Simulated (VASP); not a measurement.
# MgS (sol2) (Immm) in VASP: notebook

The runs below take MgS (sol2) through relaxation of the atoms, with PBEsol.

All numbers are computed with VASP 6.6.1; they aren't measurements. Logs are shortened: lines on timing, memory, paths and dates and some standing lists are left out, and cuts for length are marked.

## Step 1: The cell of the first run

It takes space group Immm (No. 71, orthorhombic). The conventional cell has a = 3.655 Å, b = 3.701 Å, c = 5.169 Å, α = 90.00°, β = 90.00°, γ = 90.00°. Mg (site symmetry mmm) has 6 S at 2.58 to 2.60 Å within 3.4 Å. Within 3.4 Å of S (site symmetry mmm) lie 6 Mg at 2.58 to 2.60 Å.

## Step 2: Relaxation of the atoms, PBEsol (strained cell)

File INCAR:

```
SYSTEM = MgS
ALGO = Normal
EDIFF = 1E-7
EDIFFG = -0.002
ENCUT = 520
GGA = PS
GGA_COMPAT = .False.
IBRION = 2
ISIF = 2
ISMEAR = 0
LASPH = .True.
LCHARG = .False.
LREAL = .False.
LWAVE = .False.
NELM = 120
NELMIN = 4
NSW = 60
PREC = Accurate
SIGMA = 0.02
```

File KPOINTS:

```
k-points
0
Gamma
  6 6 6
  0 0 0
```

File POSCAR:

```
MgS
1.0
    0.0161950627      2.6009270768      2.5847320141
    2.6009270768      0.0161950627      2.5847320141
    2.6171221396      2.6171221396      0.0000000000
Mg S
1 1
Direct
    0.0000000000      0.0000000000      0.0000000000
    0.5000000000      0.5000000000      0.5000000000
```

Potentials or basis: VASP PAW PBE potentials, release 64 (Mg, S).

The run is started by

```console
> cat potpaw_PBE.64/Mg/POTCAR potpaw_PBE.64/S/POTCAR > POTCAR
> mpirun -np 1 vasp_std > vasp.out
```

OUTCAR:

```text
SYSTEM = MgS
   EDIFF = 1E-7
   EDIFFG = -0.002
   ENCUT = 520
   GGA = PS
   IBRION = 2
   ISIF = 2
   ISMEAR = 0
   LASPH = .True.
   LREAL = .False.
   NELM = 120
   NELMIN = 4
   NSW = 60
   PREC = Accurate

 ion  position               nearest neighbor table
   1  0.000  0.000  0.000-   2 2.58   2 2.58   2 2.60   2 2.60   2 2.60   2 2.60
   2  0.500  0.500  0.500-   1 2.58   1 2.58   1 2.60   1 2.60   1 2.60   1 2.60

  LATTYP: Found a body centered orthorhombic cell.
 ALAT       =     3.6553630694
 B/A-ratio  =     1.0125313283
 C/A-ratio  =     1.4142135624

  Lattice vectors:

 A1 = (   2.6009270769,   0.0161950628,  -2.5847320141)
 A2 = (  -2.6009270768,  -0.0161950627,  -2.5847320141)
 A3 = (   0.0161950627,   2.6009270768,   2.5847320141)

Analysis of symmetry for initial positions (statically):
=====================================================================
 Subroutine PRICEL returns:
 Original cell was already a primitive cell.

 Routine SETGRP: Setting up the symmetry group for a
 body centered orthorhombic supercell.

 Subroutine GETGRP returns: Found  8 space group operations
 (whereof  8 operations were pure point group operations)
 out of a pool of  8 trial point group operations.

The static configuration has the point symmetry D_2h.

Analysis of symmetry for dynamics (positions and initial velocities):
=====================================================================
 Subroutine PRICEL returns:
 Original cell was already a primitive cell.

 Routine SETGRP: Setting up the symmetry group for a
 body centered orthorhombic supercell.

 Subroutine GETGRP returns: Found  8 space group operations
 (whereof  8 operations were pure point group operations)
 out of a pool of  8 trial point group operations.

The dynamic configuration has the point symmetry D_2h.

 Subroutine INISYM returns: Found  8 space group operations
 (whereof  8 operations are pure point group operations),
 and found     1 'primitive' translations

----------------------------------------------------------------------------------------

                                     Primitive cell

  volume of cell :      34.9691

  direct lattice vectors                    reciprocal lattice vectors
     0.016195063  2.600927077  2.584732014    -0.193443652  0.193443652  0.193443652
     2.600927077  0.016195063  2.584732014     0.193443652 -0.193443652  0.193443652
     2.617122140  2.617122140  0.000000000     0.191049547  0.191049547 -0.193443652

  length of vectors
     3.666868354  3.666868354  3.701169624     0.335054233  0.335054233  0.332295509

  position of ions in fractional coordinates (direct lattice)
     0.000000000  0.000000000  0.000000000
     0.500000000  0.500000000  0.500000000

  ion indices of the primitive-cell ions
   primitive index   ion index
                 1           1
                 2           2

----------------------------------------------------------------------------------------

 KPOINTS: k-points

Automatic generation of k-mesh.
 Grid dimensions read from file:
 generate k-points for:    6    6    6

 Generating k-lattice:

  Cartesian coordinates                     Fractional coordinates (reciprocal lattice)
    -0.032240609  0.032240609  0.032240609     0.166666667 -0.000000000  0.000000000
     0.032240609 -0.032240609  0.032240609    -0.000000000  0.166666667  0.000000000
     0.031841591  0.031841591 -0.032240609     0.000000000  0.000000000  0.166666667

  Length of vectors
     0.055842372  0.055842372  0.055382585

  Shift w.r.t. Gamma in fractional coordinates (k-lattice)
     0.000000000  0.000000000  0.000000000

 Subroutine IBZKPT returns following result:
 ===========================================

 Found     46 irreducible k-points:

 Following reciprocal coordinates:
            Coordinates               Weight
  0.000000  0.000000  0.000000      1.000000
  0.166667  0.000000  0.000000      4.000000
  0.333333  0.000000  0.000000      4.000000
  0.500000  0.000000  0.000000      2.000000
  0.166667  0.166667  0.000000      2.000000
  0.333333  0.166667  0.000000      4.000000
[... 16 lines left out ...]
 -0.166667  0.333333  0.166667      4.000000
  0.500000  0.500000  0.166667      4.000000
 [... further k-points ...]
   k-points           NKPTS =     46   k-points in BZ     NKDIM =     46   number of bands    NBANDS=      8
   number of dos      NEDOS =    301   number of ions     NIONS =      2
   total plane-waves  NPLWV =  21952
   dimension x,y,z NGX =    28 NGY =   28 NGZ =   28
   dimension x,y,z NGXF=    56 NGYF=   56 NGZF=   56
   ions per type =               1   1
   NGX,Y,Z   is equivalent  to a cutoff of  12.69, 12.69, 12.58 a.u.
   NGXF,Y,Z  is equivalent  to a cutoff of  25.39, 25.39, 25.15 a.u.
 SYSTEM =  MgS
   PREC   = accura    normal or accurate (medium, high low for compatibility)
   ISTART =      0    job   : 0-new  1-cont  2-samecut
   ICHARG =      2    charge: 1-file 2-atom 10-const
   ISPIN  =      1    spin polarized calculation?
   LNONCOLLINEAR =      F non collinear calculations
   LSORBIT =      F    spin-orbit coupling
   LASPH  =      T    aspherical Exc in radial PAW
   ENCUT  =  520.0 eV  38.22 Ry    6.18 a.u.   6.82  6.82  6.88*2*pi/ulx,y,z
   NELM   =    120;   NELMIN=  4; NELMDL= -5     # of ELM steps
   EDIFF  = 0.1E-06   stopping-criterion for ELM
   LREAL  =      F    real-space projection
   EDIFFG = -.2E-02   stopping-criterion for IOM
   NSW    =     60    number of steps for IOM
   IBRION =      2    ionic relax: 0-MD 1-quasi-New 2-CG
   NFREE  =      1    steps in history (QN), initial steepest desc. (CG)
   ISIF   =      2    stress and relaxation
   ISYM   =      2    0-nonsym 1-usesym 2-fastsym
   POTIM  = 0.5000    time-step for ionic-motion
   TEBEG  =    0.0;   TEEND  =   0.0 temperature during run
   PSTRESS=    0.0 pullay stress
   NELECT =       8.0000    total number of electrons
   NUPDOWN=      -1.0000    fix difference up-down
   EMIN   =  10.00;   EMAX   =-10.00  energy-range for DOS
   EFERMI =   0.00;   METHOD = LEGACY
   ISMEAR =     0;   SIGMA  =   0.02  broadening in eV -4-tet -1-fermi 0-gaus
   EFERMI_NEDOS =   21; number of points for ismear=-14 and -15
   IALGO  =     38    algorithm
   IMIX   =      4    mixing-type and parameters
     AMIX     =   0.40;   BMIX     =  1.00
     AMIX_MAG =   1.60;   BMIX_MAG =  1.00
  volume/ion in A,a.u.               =      17.48       117.99
  Fermi-wavevector in a.u.,A,eV,Ry     =   1.001251  1.892091 13.639901  1.002504
  Thomas-Fermi vector in A             =   2.133661
   LORBIT       =      0    0 simple, 1 ext, 2 COOP (PROOUT), +10 PAW based schemes
   GGA     = PS    functional components
   LHFCALC =     F    Hartree Fock is set to
   AEXX    =    0.0000 exact exchange contribution
   IVDW    =     0    specifies the selected vdW correction
   LEPSILON=     F    determine dielectric tensor
   LRPA    =     F    only Hartree local field effects (RPA)
 conjugate gradient relaxation of ions
 non-spin polarized calculation
 Gauss-broadening in eV      SIGMA  =   0.02
  energy-cutoff  :      520.00
  volume of cell :       34.97
 maximum number of plane-waves:       951
   NGX = 13   NGY = 13   NGZ = 13

 number of electron       8.0000000 magnetization

 Free energy of the ion-electron system (eV)
  ---------------------------------------------------
  ext. energy  EPLUGINS =         0.00000000
  ---------------------------------------------------
  free energy    TOTEN  =        -9.07043517 eV

  energy without entropy =       -9.07043517  energy(sigma->0) =       -9.07043517

 E-fermi :   3.9113     XC(G=0):  -9.8654

 val. band max:        3.8078511025   @ k =   0.0000   0.0000   0.0000
 cond. band min:       6.4304107988   @ k =   0.5000   0.5000   0.0000
 fundamental gap:      2.6225596963
 Fermi energy:         3.9113015402

 k-point     1 :       0.0000    0.0000    0.0000
  band No.  band energies     occupation
      1      -8.9826      2.00000
      2       3.6951      2.00000
      3       3.7227      2.00000
      4       3.8079      2.00000
      5       7.3867      0.00000
      6      11.4635      0.00000
      7      11.6361      0.00000
      8      11.6748      0.00000

 k-point     2 :       0.1667    0.0000    0.0000
  band No.  band energies     occupation
      1      -8.7098      2.00000
      2       2.1091      2.00000
      3       3.5157      2.00000
      4       3.5754      2.00000
      5       8.4617      0.00000
      6      11.3468      0.00000
      7      11.7546      0.00000
      8      11.9241      0.00000

 k-point     3 :       0.3333    0.0000    0.0000
  band No.  band energies     occupation
      1      -8.0478      2.00000
      2      -0.1527      2.00000
      3       3.2081      2.00000
      4       3.2712      2.00000
      5       8.3570      0.00000
      6      10.8921      0.00000
      7      11.0420      0.00000
      8      13.1171      0.00000

 k-point     4 :       0.5000    0.0000    0.0000
  band No.  band energies     occupation
      1      -7.6212      2.00000
      2      -1.1716      2.00000
      3       3.0736      2.00000
      4       3.1380      2.00000
      5       8.1049      0.00000
      6      10.4528      0.00000
      7      10.6049      0.00000
      8      13.8703      0.00000

 k-point     5 :       0.1667    0.1667    0.0000
  band No.  band energies     occupation
      1      -8.6215      2.00000
      2       2.1573      2.00000
      3       3.1284      2.00000
      4       3.2599      2.00000
      5       9.0297      0.00000
      6      10.1278      0.00000
      7      11.6351      0.00000
      8      12.6454      0.00000
[... 177 lines left out ...]
 k-point    22 :      -0.3333    0.3333    0.1667
  band No.  band energies     occupation
      1      -7.3134      2.00000
      2      -0.2554      2.00000
      3       0.9393      2.00000
      4       2.0940      2.00000
      5       8.9760      0.00000
      6      10.2663      0.00000
      7      12.3808      0.00000
      8      12.6415      0.00000

 k-point    23 :      -0.1667    0.3333    0.1667
  band No.  band energies     occupation
      1      -7.6015      2.00000
      2      -0.0082      2.00000
      3       1.4911      2.00000
      4       2.4508      2.00000
      5       8.9571      0.00000
      6      10.2098      0.00000
      7      10.8456      0.00000
      8      13.5365      0.00000

 k-point    24 :       0.5000    0.5000    0.1667
  band No.  band energies     occupation
      1      -7.3604      2.00000
      2      -0.2769      2.00000
      3       1.3119      2.00000
      4       2.3065      2.00000
      5       7.3999      0.00000
      6       9.1491      0.00000
      7      13.7183      0.00000
      8      14.0271      0.00000

 [... further k-points ...]

------------------------ aborting loop because EDIFF is reached ----------------------------------------

  FORCE on cell =-STRESS in cart. coord.  units (eV):
  Direction    XX          YY          ZZ          XY          YZ          ZX
  --------------------------------------------------------------------------------------
  -------------------------------------------------------------------------------------
  Total       -0.1715423     -0.1715423     -0.0257150     -0.1453572      0.0000000      0.0000000
  in kB       -7.8595317     -7.8595317     -1.1781807     -6.6598131      0.0000000      0.0000000
  external PRESSURE =      -5.6324147 kB  Pullay stress =       0.0000000 kB

 VOLUME and BASIS-vectors are now :
 -----------------------------------------------------------------------------
  energy-cutoff  :      520.00
  volume of cell :       34.97
      direct lattice vectors                 reciprocal lattice vectors
     0.016195063  2.600927077  2.584732014    -0.193443652  0.193443652  0.193443652
     2.600927077  0.016195063  2.584732014     0.193443652 -0.193443652  0.193443652
     2.617122140  2.617122140  0.000000000     0.191049547  0.191049547 -0.193443652

 POSITION                                       TOTAL-FORCE (eV/Angst)
 -----------------------------------------------------------------------------------
      0.00000      0.00000      0.00000         0.000000     -0.000000      0.000000
      2.61712      2.61712      2.58473        -0.000000      0.000000     -0.000000
 -----------------------------------------------------------------------------------
    total drift:                                0.000000      0.000000      0.000000

  FREE ENERGIE OF THE ION-ELECTRON SYSTEM (eV)
  ---------------------------------------------------
  free  energy   TOTEN  =        -9.0704351724 eV

  energy  without entropy=       -9.0704351724  energy(sigma->0) =       -9.07043517

 reached required accuracy - stopping structural energy minimisation
```

Wall time 7.2 s (1 thread of Intel Xeon 6975P-C (Granite Rapids), shared host); peak memory 0.16 GiB.

Results:

| Quantity | Value |
| --- | --- |
| Free energy | -9.0704 eV |
| Pressure after relaxing | -0.6 GPa |
| Band gap on the k mesh | 2.62 eV, indirect (least direct gap 3.58 eV) |

Final structure:
```xyz
2
Lattice="0.0162 2.6009 2.5847 2.6009 0.0162 2.5847 2.6171 2.6171 0.0000" Properties=species:S:1:pos:R:3 pbc="T T T"
Mg    0.0000    0.0000    0.0000
S     2.6171    2.6171    2.5847
```

Caveat: the cell differs from its parent crystal (strained cell); the relaxation stopped at its first step, so nothing moved; the PAW data sets were made with another functional, which shifts forces and pressure a little. A k mesh can miss the band edges.

## Step 3: Relaxation of the atoms, PBEsol (strained cell)

File INCAR:

```
SYSTEM = MgS
PREC = Accurate ; ENCUT = 520
EDIFF = 1E-7 ; ISMEAR = 0
SIGMA = 0.02 ; LREAL = .False.
LASPH = .True. ; NELM = 120
ALGO = Normal ; ISIF = 2
LWAVE = .False. ; LCHARG = .False.
GGA = PS ; IBRION = 2
NSW = 60 ; EDIFFG = -0.002
GGA_COMPAT = .False. ; NELMIN = 4
```

File KPOINTS:

```
Automatic mesh
0
Gamma
  6 6 6
  0 0 0
```

File POSCAR:

```
MgS
1.0
    0.0156060791      2.6015160605      2.5859745410
    2.6015160605      0.0156060791      2.5859745410
    2.6171221396      2.6171221396      0.0000000000
Mg S
1 1
Direct
    0.0000000000      0.0000000000      0.0000000000
    0.5000000000      0.5000000000      0.5000000000
```

Potentials or basis: VASP PAW PBE potentials, release 64 (Mg, S).

The run is started by

```console
> cat potpaw_PBE.64/Mg/POTCAR potpaw_PBE.64/S/POTCAR > POTCAR
> mpirun -np 1 vasp_std > vasp.out
```

Wall time 8.8 s (1 thread of Intel Xeon 6975P-C (Granite Rapids), shared host); peak memory 0.15 GiB.

It converged, with:

```
Free energy             : -9.0704 eV
Pressure after relaxing : -0.6 GPa
Band gap on the k mesh  : 2.62 eV, indirect (least direct gap 3.57 eV)
```

Stress tensor (GPa, compression positive):
```
-0.85 -0.64  0.00
-0.64 -0.85  0.00
 0.00  0.00 -0.21
```

Final structure:
```xyz
2
Lattice="0.0156 2.6015 2.5860 2.6015 0.0156 2.5860 2.6171 2.6171 0.0000" Properties=species:S:1:pos:R:3 pbc="T T T"
Mg    0.0000    0.0000    0.0000
S     2.6171    2.6171    2.5860
```

Levels at points of the mesh, in eV from the valence-band top:
```
           k point  band 1  band 2  band 3  band 4  band 5  band 6  band 7  band 8
(0.00, 0.00, 0.00)  -12.78   -0.11   -0.08    0.00    3.57    7.66    7.83    7.87
(0.50, 0.00, 0.00)  -11.42   -4.97   -0.73   -0.67    4.30    6.65    6.80   10.06
(0.50, 0.50, 0.00)  -11.04   -4.35   -1.88   -1.73    2.62    4.15   11.91   12.79
(0.00, 0.00, 0.50)  -11.46   -5.01   -0.66   -0.63    4.39    6.81    6.82   10.08
(0.50, 0.00, 0.50)  -11.06   -4.36   -1.80   -1.75    2.66    4.17   11.83   12.76
```

Caveat: the cell differs from its parent crystal (strained cell); the relaxation stopped at its first step, so nothing moved; the PAW data sets were made with another functional, which shifts forces and pressure a little. A k mesh can miss the band edges.

## Step 4: Relaxation of the atoms, PBEsol (strained cell)

File INCAR:

```
ALGO = Normal
EDIFF = 1E-7
EDIFFG = -0.002
ENCUT = 520
GGA = PS
GGA_COMPAT = F
IBRION = 2
ISIF = 2
ISMEAR = 0
LASPH = T
LCHARG = F
LREAL = F
LWAVE = F
NELM = 120
NELMIN = 4
NSW = 60
PREC = Accurate
SIGMA = 0.02
```

File KPOINTS:

```
k-points
0
Gamma
  6 6 6
```

File POSCAR:

```
MgS
1.0
    0.0157311411      2.6013909985      2.5856978984
    2.6013909985      0.0157311411      2.5856978984
    2.6171221396      2.6171221396      0.0000000000
Mg S
1 1
Direct
    0.0000000000      0.0000000000      0.0000000000
    0.5000000000      0.5000000000      0.5000000000
```

The run is started by

```console
> cat potpaw_PBE.64/Mg/POTCAR potpaw_PBE.64/S/POTCAR > POTCAR
> mpirun -np 1 vasp_std > vasp.out
```

It took 7.5 s on 1 thread of Intel Xeon 6975P-C (Granite Rapids), shared host; peak memory 0.16 GiB.

It converged, with:

* Free energy: -9.0704 eV
* Pressure after relaxing: -0.6 GPa
* Band gap on the k mesh: 2.62 eV, indirect (least direct gap 3.58 eV)

Stress tensor (GPa, compression positive):
```
-0.83 -0.65  0.00
-0.65 -0.83  0.00
 0.00  0.00 -0.19
```

Final structure:
```yaml
crystal:
  lattice:
    - [0.01573, 2.60139, 2.58570]
    - [2.60139, 0.01573, 2.58570]
    - [2.61712, 2.61712, 0.00000]
  atoms:
    - { symbol: Mg, position: [0.00000, 0.00000, 0.00000] }
    - { symbol: S, position: [0.50000, 0.50000, 0.50000] }
```

Levels at points of the mesh, in eV from the valence-band top:
```
           k point  band 1  band 2  band 3  band 4  band 5  band 6  band 7  band 8
(0.00, 0.00, 0.00)  -12.78   -0.11   -0.08    0.00    3.58    7.66    7.83    7.87
(0.50, 0.00, 0.00)  -11.43   -4.97   -0.73   -0.67    4.30    6.65    6.80   10.06
(0.50, 0.50, 0.00)  -11.04   -4.35   -1.88   -1.73    2.62    4.15   11.91   12.79
(0.00, 0.00, 0.50)  -11.46   -5.01   -0.66   -0.63    4.39    6.81    6.82   10.08
(0.50, 0.00, 0.50)  -11.07   -4.36   -1.80   -1.75    2.66    4.17   11.84   12.76
```

Caveat: the cell differs from its parent crystal (strained cell); the relaxation stopped at its first step, so nothing moved; the PAW data sets were made with another functional, which shifts forces and pressure a little. A k mesh can miss the band edges.
